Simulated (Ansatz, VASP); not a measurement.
## One calculation of In3As, two programs

```xyz
4
Lattice="3.1720 0.0000 0.0000 -1.5860 2.7470 0.0000 0.0000 0.0000 9.8427" Properties=species:S:1:pos:R:3 pbc="T T T"
In    1.5860    0.9157    4.9213
In    0.0000    1.8314    2.3812
In    0.0000    1.8314    7.4615
As    1.5860    0.9157    0.0000
```

Change from the starting cell: species swapped into the GaAg3 type (P-6m2, No. 187).

Alike in both runs: task relaxation of cell and atoms; functional PBE; k mesh 6 × 6 × 2; occupations gaussian, width 0.1 eV; no spin polarisation.

|  | VASP | Ansatz |
| --- | --- | --- |
| version | VASP 6.6.1 | Ansatz 0.2.0 |
| potentials or method | VASP PAW PBE potentials, release 64 (In_d, As), cutoff 600 eV | scalar-relativistic, plane waves, PAW |
| valence electrons in the cell | 44 | 54 |

Ansatz gave:

* gap on the k mesh at the Fermi level, each at its own relaxed structure (eV): none
* relaxed volume (Å³/atom): 25.13
* relaxed cell length with the largest relative difference (Å): 3.248

Task: Which values does VASP return?

Result: gap on the k mesh at the Fermi level, each at its own relaxed structure (eV): none; relaxed volume (Å³/atom): 25.27; relaxed cell length with the largest relative difference (Å): 3.255.

A gap of «none» marks a metal or a gap that the smearing closes. VASP's potentials hold 44 valence electrons a cell and Ansatz's 54, so a difference there can come from the potentials and not from the codes.

The k mesh is coarse, so the values compare programs but aren't converged. Noted on VASP's run: the volume moved by over 15 % at a fixed basis, so the end points are rough.
